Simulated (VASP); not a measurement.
Al3Ga5As8: single point with PBEsol

The system is Al3Ga5As8.

```
CELL_PARAMETERS angstrom
-5.65636 5.65636 0.00000
-5.65636 0.00000 5.65636
0.00000 5.65636 5.65636
ATOMIC_POSITIONS crystal
Al 0.00000 0.00000 0.00000
Al 0.50000 0.00000 0.00000
Al 0.00000 0.50000 0.00000
Ga 0.00000 0.00000 0.50000
Ga 0.50000 0.50000 0.00000
Ga 0.50000 0.00000 0.50000
Ga 0.00000 0.50000 0.50000
Ga 0.50000 0.50000 0.50000
As 0.87500 0.87500 0.37500
As 0.37500 0.87500 0.37500
As 0.87500 0.37500 0.37500
As 0.87500 0.87500 0.87500
As 0.37500 0.37500 0.37500
As 0.37500 0.87500 0.87500
As 0.87500 0.37500 0.87500
As 0.37500 0.37500 0.87500
```

| Item | Value |
| --- | --- |
| Program | VASP 6.6.1 |
| Task | single point |
| Functional | PBEsol |
| Potentials or basis | VASP PAW PBE potentials, release 64 (Al, Ga_d, As) |
| Cutoff | 520 eV |
| k mesh | 4 × 4 × 4 |
| Occupations | gaussian, width 0.1 eV |
| Spin | no spin polarisation |
| Dipole correction | no |
| Further INCAR settings | LREAL = Auto; ALGO = Normal; EDIFF = 1e-06; NBANDS = 71 |

```
Pressure               : 0.6 GPa
Largest force          : 0.052 eV/Å
Band gap on the k mesh : 0.77 eV
```

Forces in eV/Å, atoms in the order of the input:
```
Al  -0.001 -0.037 -0.037
Al  -0.037 -0.001 -0.037
Al  -0.037 -0.037 -0.001
Ga   0.018  0.018  0.018
Ga  -0.019 -0.019 -0.019
Ga   0.020  0.020 -0.001
Ga   0.020 -0.001  0.020
Ga  -0.001  0.020  0.020
As   0.009  0.007  0.007
As   0.007  0.009  0.007
As   0.007  0.007  0.009
As   0.009  0.009  0.009
As   0.002  0.002  0.002
As   0.000  0.000  0.002
As   0.000  0.002  0.000
As   0.002  0.000  0.000
```

Levels at points of the mesh, in eV from the valence-band top:
```csv
k point,band 54,band 55,band 56,band 57,band 58,band 59,band 60,band 61
"(0.00, 0.00, 0.00)",-1.01,-0.02,0.00,0.00,0.77,0.99,1.25,1.25
"(0.50, 0.00, 0.00)",-0.64,-0.63,-0.58,-0.58,1.67,1.78,2.00,2.12
"(0.00, 0.00, 0.50)",-0.70,-0.70,-0.51,-0.51,1.54,1.84,2.22,2.22
"(0.50, 0.50, 0.00)",-1.12,-1.10,-1.10,-1.08,2.04,2.13,2.76,2.91
```

Wall time 8.5 min on 1 thread of Intel(R) Xeon(R) Platinum 8488C (Sapphire Rapids), on a shared host, peak memory 0.59 GiB.

Caveat: semilocal functionals underestimate gaps, and a narrow one can read as zero; the PAW data sets were made with another functional, which shifts forces and pressure a little.
